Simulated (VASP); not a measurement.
# Bi (P6_3/mmc) in VASP: notebook, part 2 of 2

VASP 6.6.1. The steps go on from the part before.

### Step 3. Single point, PBEsol (35.25 Å³/atom)

This run uses another cell than the first one, of 35.25 Å³/atom.

Contents of INCAR:

```
ALGO     = Fast           # electronic algorithm
EDIFF    = 1E-7           # SCF threshold, eV
ENCUT    = 520            # plane-wave cutoff, eV
GGA      = PS             # functional
ISIF     = 2              # what is computed and relaxed
ISMEAR   = 0              # smearing method
LASPH    = T              # aspherical terms in the spheres
LCHARG   = F              # write CHGCAR
LREAL    = F              # projectors in reciprocal space
LWAVE    = F              # write WAVECAR
NBANDS   = 22             # bands
NELM     = 60             # most SCF steps
PREC     = Accurate       # precision mode
SIGMA    = 0.1            # smearing width, eV
```

Contents of KPOINTS:

```
k-points
0
Gamma
  12 12 10
```

Contents of POSCAR:

```
Bi
1.0
    4.3923868239      0.0000000000      0.0000000000
   -2.1961934119      3.8039185727      0.0000000000
    0.0000000000      0.0000000000      4.2196960937
Bi
2
Direct
    0.3333333333      0.6666666667      0.2500000000
    0.6666666667      0.3333333333      0.7500000000
```

Potentials or basis: VASP PAW PBE potentials, release 64 (Bi_d).

On the command line:

```
> cat potpaw_PBE.64/Bi_d/POTCAR > POTCAR
> mpirun -np 1 vasp_std > vasp.out
```

OUTCAR:

```text
EDIFF = 1E-7
   ENCUT = 520
   GGA = PS
   ISIF = 2
   ISMEAR = 0
   LASPH = T
   LREAL = F
   NELM = 60
   PREC = Accurate

 ion  position               nearest neighbor table
   1  0.333  0.667  0.250-   2 3.30   2 3.30   2 3.30   2 3.30   2 3.30   2 3.30
   2  0.667  0.333  0.750-   1 3.30   1 3.30   1 3.30   1 3.30   1 3.30   1 3.30

  LATTYP: Found a hexagonal cell.
 ALAT       =     4.3923868239
 C/A-ratio  =     0.9606840797

  Lattice vectors:

[... 789 lines left out ...]
 [... further k-points ...]

------------------------ aborting loop because EDIFF is reached ----------------------------------------

  FORCE on cell =-STRESS in cart. coord.  units (eV):
  Direction    XX          YY          ZZ          XY          YZ          ZX
  --------------------------------------------------------------------------------------
  -------------------------------------------------------------------------------------
  Total       -1.0692241     -1.0692241     -1.0697377     -0.0000000     -0.0000000      0.0000000
  in kB      -24.2977674    -24.2977674    -24.3094374     -0.0000000     -0.0000000      0.0000000
  external PRESSURE =     -24.3016574 kB  Pullay stress =       0.0000000 kB

 VOLUME and BASIS-vectors are now :
 -----------------------------------------------------------------------------
  energy-cutoff  :      520.00
  volume of cell :       70.50
      direct lattice vectors                 reciprocal lattice vectors
     4.392386824  0.000000000  0.000000000     0.227666651  0.131443402  0.000000000
    -2.196193412  3.803918573  0.000000000     0.000000000  0.262886805  0.000000000
     0.000000000  0.000000000  4.219696094     0.000000000  0.000000000  0.236983891

 POSITION                                       TOTAL-FORCE (eV/Angst)
 -----------------------------------------------------------------------------------
     -0.00000      2.53595      1.05492        -0.000000     -0.000000      0.000000
      2.19619      1.26797      3.16477         0.000000      0.000000      0.000000
 -----------------------------------------------------------------------------------
    total drift:                               -0.000000      0.000000      0.000000

  FREE ENERGIE OF THE ION-ELECTRON SYSTEM (eV)
  ---------------------------------------------------
  free  energy   TOTEN  =        -8.3871148154 eV

  energy  without entropy=       -8.3811781312  energy(sigma->0) =       -8.38414647
```

OSZICAR:

```text
N       E                     dE             d eps       ncg     rms          rms(c)
DAV:   1     0.303559232968E+03    0.30356E+03   -0.16134E+04  5030   0.163E+03
DAV:   2     0.173602699173E+02   -0.28620E+03   -0.27908E+03  5076   0.432E+02
DAV:   3    -0.751183627901E+01   -0.24872E+02   -0.24602E+02  6096   0.142E+02
DAV:   4    -0.836758383878E+01   -0.85575E+00   -0.85522E+00  6132   0.287E+01
DAV:   5    -0.840319915040E+01   -0.35615E-01   -0.35614E-01  7058   0.526E+00    0.815E-01
RMM:   6    -0.839046791468E+01    0.12731E-01   -0.20845E-02  5874   0.154E+00    0.475E-01
RMM:   7    -0.838683502498E+01    0.36329E-02   -0.18437E-02  5721   0.127E+00    0.118E-01
RMM:   8    -0.838698253837E+01   -0.14751E-03   -0.36583E-03  6835   0.680E-01    0.213E-02
RMM:   9    -0.838710947084E+01   -0.12693E-03   -0.13233E-03  8390   0.281E-01    0.224E-02
RMM:  10    -0.838711122898E+01   -0.17581E-05   -0.14185E-04  6163   0.131E-01    0.813E-03
RMM:  11    -0.838711440036E+01   -0.31714E-05   -0.84981E-05  7977   0.768E-02    0.338E-03
RMM:  12    -0.838711544329E+01   -0.10429E-05   -0.13899E-05  8497   0.269E-02    0.248E-03
RMM:  13    -0.838711504501E+01    0.39828E-06   -0.15795E-06  6707   0.105E-02    0.641E-04
RMM:  14    -0.838711477596E+01    0.26905E-06   -0.27551E-07  3766   0.480E-03    0.904E-04
RMM:  15    -0.838711481538E+01   -0.39424E-07   -0.16463E-07  3306   0.477E-03
   1 F= -.83871148E+01 E0= -.83841465E+01  d E =-.593668E-02
```

stdout:

```text
POSCAR found type information on POSCAR Bi
 POSCAR found :  1 types and       2 ions
 scaLAPACK will be used
 -----------------------------------------------------------------------------
|                                                                             |
|                                                                             |
|     You enforced a specific xc type in the INCAR file but a different       |
|     I HOPE YOU KNOW WHAT YOU ARE DOING!                                     |
|                                                                             |
 -----------------------------------------------------------------------------

 LDA part: xc-table for (Slater+PW92), standard interpolation
 POSCAR, INCAR and KPOINTS ok, starting setup
 FFT: planning ... GRIDC
 FFT: planning ... GRID_SOFT
 FFT: planning ... GRID
 WAVECAR not read
 entering main loop
WARNING in EDDRMM: call to ZHEGV failed, returncode =   8  4     22
WARNING in EDDRMM: call to ZHEGV failed, returncode =   8  4     22
```

It took 3 min on 1 thread of Intel Xeon 8259CL, shared host; peak memory 0.29 GiB.

What came out:

| Property | Result |
| --- | --- |
| Free energy | -8.3871 eV |
| Pressure | -2.4 GPa |
| Band gap on the k mesh | zero (bands 15 and 16 overlap by 2.59 eV) |

Levels at points of the mesh, in eV from the Fermi level:
| k point | band 11 | band 12 | band 13 | band 14 | band 15 | band 16 | band 17 | band 18 | band 19 | band 20 |
| --- | --- | --- | --- | --- | --- | --- | --- | --- | --- | --- |
| (0.00, 0.00, 0.00) | -13.04 | -7.93 | -2.22 | -0.98 | -0.98 | 2.11 | 2.11 | 3.72 | 4.76 | 5.34 |
| (0.50, 0.00, 0.00) | -11.55 | -10.10 | -2.46 | -2.42 | -0.38 | 1.28 | 1.57 | 3.89 | 4.38 | 8.39 |
| (0.00, 0.00, 0.50) | -11.10 | -11.10 | 0.00 | 0.00 | 0.83 | 0.83 | 0.83 | 0.83 | 6.88 | 6.88 |
| (0.50, 0.00, 0.50) | -10.33 | -10.33 | -4.24 | -4.24 | -0.06 | -0.06 | 2.03 | 2.03 | 9.18 | 9.18 |

Caveat: the PAW data sets were made with another functional, which shifts forces and pressure a little; spin-orbit coupling is left out, which moves the levels of the heavy elements.
